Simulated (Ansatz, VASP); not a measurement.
CoO in VASP and in Ansatz

INCAR

```
ALGO = Normal ; EDIFF = 1E-6
ENCUT = 520 ; GGA = PE
ISIF = 2 ; ISMEAR = 0
ISPIN = 2 ; LASPH = True
LCHARG = True ; LELF = True
LMAXMIX = 4 ; LORBIT = 11
LREAL = False ; LVHAR = True
LWAVE = False ; MAGMOM = -2.32 2.32 0.16 -0.16
NBANDS = 27 ; NELM = 150
PREC = Accurate ; SIGMA = 0.01
```

Contents of KPOINTS:

```
k-points
0
Gamma
  12 12 8
```

Contents of POSCAR:

```
CoO
1.0
    3.1918318564      0.0000000000      0.0000000000
   -1.5959159282      2.7642074723      0.0000000000
    0.0000000000      0.0000000000      5.1827320008
Co O
2 2
Direct
    0.0000000149     -0.0000000149      0.0046609427
    0.3333333169      0.6666666831      0.5046609994
   -0.0000000153      0.0000000153      0.3703394317
    0.3333333502      0.6666666498      0.8703396261
```

Input for Ansatz:

```yaml
crystal:
  lattice:
    - [3.1918318564, 0.0, 0.0]
    - [-1.5959159282, 2.7642074723, 0.0]
    - [0.0, 0.0, 5.1827320008]
  atoms:
    - { symbol: Co, position: [1.49e-08, -1.49e-08, 0.0046609427], spin: -2.32 }
    - { symbol: Co, position: [0.3333333169, 0.6666666831, 0.5046609994], spin: 2.32 }
    - { symbol: O, position: [-1.53e-08, 1.53e-08, 0.3703394317], spin: 0.16 }
    - { symbol: O, position: [0.3333333502, 0.6666666498, 0.8703396261], spin: -0.16 }
basis:
  ecutwfc: 420
kpoints:
  mp_grid: { grid: [12, 12, 8] }
  band_path: { path: [VBM, CBM], npoints: 2 }
hamiltonian:
  xc: pbe
scf:
  occupations: { method: gaussian, width: 0.01 }
output:
  forces: true
  stress: true
  eigenvalues: true
  populations: true
magnetization:
  spin_polarized: true
checkpoint:
  read: start.run
  write: ck
  compress: false
  write_wavefunctions: false
  write_every: 100000
```

Alike in both runs: task single point; functional PBE; k mesh 12 × 12 × 8; occupations gaussian, width 0.01 eV; collinear spin.

|  | VASP | Ansatz |
| --- | --- | --- |
| version | VASP 6.6.1 | Ansatz 0.2.0 |
| potentials or method | VASP PAW PBE potentials, release 64 (Co, O), cutoff 520 eV | scalar-relativistic, plane waves, PAW |
| valence electrons in the cell | 30 | 46 |

```tsv
	VASP	Ansatz	Ansatz less VASP
gap on the k mesh at the Fermi level (eV)	0.11	0.10	-0.008
least direct gap on the mesh (eV)	0.23	0.22	-0.007
pressure (GPa)	1.2	1.3	+0.11
traceless stress, the component that is largest in VASP (GPa)	2.60	2.63	+0.029
net moment per atom (μB)	0.00	0.00	0.000
size of the moment on the site where the two differ most (μB)	2.28	2.10	-0.174
```

Site moments also hang on the region over which each program counts them. With one functional, cell and mesh, what is left measures potentials, basis and numerics. VASP's potentials hold 30 valence electrons a cell and Ansatz's 46, so a difference there can come from the potentials and not from the codes. Ansatz's warnings: stability check not made.
